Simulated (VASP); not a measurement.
Input of a VASP 6.6.1 run:

The input INCAR:

```
SYSTEM = Li
ALGO = Normal ; EDIFF = 1E-7
ENCUT = 520 ; GGA = PE
ISIF = 2 ; ISMEAR = 0
LASPH = .TRUE. ; LCHARG = .FALSE.
LREAL = .FALSE. ; LWAVE = .FALSE.
NBANDS = 26 ; NELM = 100
PREC = Accurate ; SIGMA = 0.1
```

File KPOINTS:

```
k-points
0
G
  2 6 2
  0 0 0
```

Contents of POSCAR:

```
Li
1.0
    7.9219299405      0.0000000000      0.0000000000
    0.0000000000      3.2333520451      0.0000000000
   -0.0504093737      0.0000000000      7.9446394207
Li
10
Direct
    0.7858263776      0.5373145925      0.8833342600
    0.6188087054      0.5384139429      0.2849112677
    0.2141736224      0.5373145925      0.1166657400
    0.3811912946      0.5384139429      0.7150887323
    0.0000000000      0.6230646786      0.5000000000
    0.5000000000      0.0223872252      0.0000000000
    0.9098054071      0.0544158786      0.1788936654
    0.6805559127      0.0513266843      0.5919069846
    0.3194440873      0.0513266843      0.4080930154
    0.0901945929      0.0544158786      0.8211063346
```

Potentials or basis: VASP PAW PBE potentials, release 64 (Li_sv).

Command:

```sh
$ cat potpaw_PBE.64/Li_sv/POTCAR > POTCAR
$ mpirun -np 1 vasp_std > vasp.out
```

Estimate the band gap on the k mesh.

zero (bands 15 and 16 overlap by 2.59 eV).

Predict the largest force.

0.138 eV/Å.

Forces in eV/Å, atoms in the order of the input:
```
Li  -0.001  0.015  0.034
Li  -0.040  0.005  0.016
Li   0.001  0.015 -0.034
Li   0.040  0.005 -0.016
Li   0.000 -0.138  0.000
Li   0.000  0.033  0.000
Li  -0.007  0.010  0.026
Li  -0.001  0.023  0.006
Li   0.001  0.023 -0.006
Li   0.007  0.010 -0.026
```

Caveat: the k points lie up to 0.40 Å⁻¹ apart, too coarse for converged energies and pressures of a metal.
